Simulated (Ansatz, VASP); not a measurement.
## One calculation of ZnSe, two programs

```
Zn Se
1.0
     0.00000    2.81660    2.81660
     2.81660    0.00000    2.81660
     2.81660    2.81660    0.00000
Zn Se
1 1
Direct
  0.00000 0.00000 0.00000
  0.75000 0.75000 0.75000
```

Alike in both runs: task single point; functional PBEsol; k mesh 8 × 8 × 8; occupations gaussian, width 0.02 eV; no spin polarisation.

```csv
,VASP,Ansatz
version,VASP 6.6.1,Ansatz 0.2.0
potentials or method,"VASP PAW PBE potentials, release 64 (Zn, Se), cutoff 520 eV","scalar-relativistic, plane waves, PAW"
valence electrons in the cell,18,28
```

```csv
,VASP,Ansatz,Ansatz less VASP
gap on the k mesh at the Fermi level (eV),1.24,1.24,-0.004
least direct gap on the mesh (eV),1.24,1.24,-0.004
pressure (GPa),0.3,0.0,-0.27
```

VASP's potentials were made for PBE, not for PBEsol. With one functional, cell and mesh, what is left measures potentials, basis and numerics. VASP's potentials hold 18 valence electrons a cell and Ansatz's 28, so a difference there can come from the potentials and not from the codes.
